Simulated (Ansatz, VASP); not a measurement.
**HfN: VASP beside Ansatz**

```
Hf N
1.0
     0.09023    2.30098    2.30098
     2.30098    0.09023    2.30098
     2.30098    2.30098    0.09023
Hf N
1 1
Direct
  0.00000 0.00000 0.00000
  0.50000 0.50000 0.50000
```

Change from the starting cell: equal xy, yz and zx shear strains of +4 %, crystal datasets.

Alike in both runs: task electric field gradients; functional PBE; k mesh 16 × 16 × 16; occupations fermi-dirac, width 0.05 eV; no spin polarisation.

```csv
,VASP,Ansatz
version,VASP 6.6.1,Ansatz 0.2.0
potentials or method,"VASP PAW PBE potentials, release 64 (Hf_pv, N), cutoff 520 eV","all-electron PAW with datasets made for the crystal, scalar-relativistic"
```

|  | VASP | Ansatz | Ansatz less VASP |
| --- | --- | --- | --- |
| pressure (GPa) | 4.7 | 7.2 | +2.48 |
| traceless stress, the component that is largest in VASP (GPa) | -5.05 | -4.99 | +0.059 |
| size of Vzz on the site where it differs most (V/Å²) | 27.1 | 27.4 | +0.29 |

Ansatz ran all-electron here, and VASP with PAW potentials.

Spin-orbit coupling is off throughout.
